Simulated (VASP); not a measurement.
A run of VASP 6.6.1 is set up as follows.

POSCAR

```
MgO
1.0
    0.0000000000      1.8486145507      1.8486145507
    1.8486145507      0.0000000000      1.8486145507
    1.8486145507      1.8486145507      0.0000000000
Mg O
1 1
Direct
    0.0000000000      0.0000000000      0.0000000000
    0.5000000000      0.5000000000      0.5000000000
```

The input INCAR.step1:

```
PREC = Accurate ; ENCUT = 520
ISMEAR = 0 ; SIGMA = 0.05
LREAL = F ; LASPH = T
NELM = 100 ; NBANDS = 11
GGA = PE ; ALGO = Normal
EDIFF = 1E-4 ; LWAVE = T
LCHARG = F
```

Contents of INCAR.step2:

```
PREC = Accurate ; ENCUT = 520
EDIFF = 1E-6 ; ISMEAR = 0
SIGMA = 0.05 ; LREAL = F
LASPH = T ; NELM = 100
ALGO = Normal ; ISIF = 2
LWAVE = F ; LCHARG = F
METAGGA = R2SCAN ; LMIXTAU = T
NBANDS = 11 ; ISTART = 1
```

KPOINTS

```
regular mesh
0
Gamma
  10 10 10
```

Potentials or basis: VASP PAW PBE potentials, release 64 (Mg, O).

Run with:

```console
$ cat potpaw_PBE.64/Mg/POTCAR potpaw_PBE.64/O/POTCAR > POTCAR
$ cp INCAR.step1 INCAR
$ mpirun -np 1 vasp_std > vasp.out
$ cp INCAR.step2 INCAR
$ mpirun -np 1 vasp_std > vasp.out
```

Task: Estimate the band gap on the k mesh.

Result: 10.21 eV, indirect (least direct gap 10.64 eV).

Task: Predict the pressure.

Result: 143.0 GPa.

Caveat: the PAW data sets were made with another functional, which shifts forces and pressure a little. A k mesh can miss the band edges.
